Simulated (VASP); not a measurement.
Input of a VASP 6.6.1 run:

INCAR

```
SYSTEM = Al2O3
ALGO = Normal
EDIFF = 1E-8
ENCUT = 520
GGA = PS
ISIF = 2
ISMEAR = 0
LASPH = .True.
LCHARG = .False.
LEPSILON = .True.
LREAL = .False.
LWAVE = .False.
NELM = 80
PREC = Accurate
SIGMA = 0.01
```

The input KPOINTS:

```
k-points
0
Gamma
  7 7 3
  0 0 0
```

File POSCAR:

```
Al2O3
1.0
    3.0174825400      0.0000000000      0.0000000000
   -1.5087412700      2.6132165400      0.0000000000
    0.0000000000      0.0000000000      7.5746360000
Al O
2 3
Direct
    0.0000000000      0.0000000000      0.2779510000
    0.0000000000      0.0000000000      0.7220490000
    0.3333333333      0.6666666667      0.1994540000
    0.6666666667      0.3333333333      0.8005460000
    0.0000000000      0.0000000000      0.5000000000
```

Potentials or basis: VASP PAW PBE potentials, release 64 (Al, O).

Command:

```sh
$ cat potpaw_PBE.64/Al/POTCAR potpaw_PBE.64/O/POTCAR > POTCAR
$ mpirun -np 1 vasp_std > vasp.out
```

Problem. Estimate the electronic dielectric tensor (diagonal).

Solution. 3.09, 3.09, 2.72.

Problem. What does it give for the Born charges (mean of the diagonal)?

Solution. Al +2.58; O -1.74, -1.66 (each value once) e.

Problem. What does it give for the band gap on the k mesh?

Solution. 2.19 eV.

Born effective charge tensors (e):
atom 1, Al
```
2.74 0.00 0.00
0.00 2.74 0.00
0.00 0.00 2.25
```
atom 2, Al
```
2.74 0.00 0.00
0.00 2.74 0.00
0.00 0.00 2.25
```
atom 3, O
```
-1.98  0.00  0.00
 0.00 -1.98  0.00
 0.00  0.00 -1.27
```
atom 4, O
```
-1.98  0.00  0.00
 0.00 -1.98  0.00
 0.00  0.00 -1.27
```
atom 5, O
```
-1.51  0.00  0.00
 0.00 -1.51  0.00
 0.00  0.00 -1.97
```
